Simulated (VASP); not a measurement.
Au, 2 atoms in the cell. The structure is hexagonal, space group P6_3/mmc (No. 194). The conventional cell has a = 2.900 Å, b = 2.900 Å, c = 4.880 Å, α = 90.00°, β = 90.00°, γ = 120.00°. Within 3.8 Å of Au (site symmetry -6m2) lie 12 Au at 2.90 to 2.96 Å. This isn't the form of Au at room conditions, which is fcc.

```yaml
Program: VASP 6.6.1
Task: vibrations by perturbation theory
Functional: PBEsol
Potentials_or_basis: VASP PAW PBE potentials, release 64 (Au)
Cutoff: 520 eV
k_mesh: 8 × 8 × 5
Occupations: fermi-dirac, width 0.05 eV
Spin: no spin polarisation
Dipole_correction: no
Further_INCAR_settings: ALGO = Normal; EDIFF = 1e-08; NBANDS = 18; IBRION = 8; NSW = 1
```

Potentials or basis: VASP PAW PBE potentials, release 64 (Au).

Launch:

```console
$ cat potpaw_PBE.64/Au/POTCAR > POTCAR
$ mpirun -np 1 vasp_std > vasp.out
```

Hardware: 1 thread of AMD EPYC 7R13 Processor (Zen 3), on a shared host.

Task: How long does it take, and how much memory?

Result: It took 2.2 min on 1 thread of AMD EPYC 7R13 Processor (Zen 3), on a shared host, peak memory 0.23 GiB. Counts: scf iterations 41, k points 30.
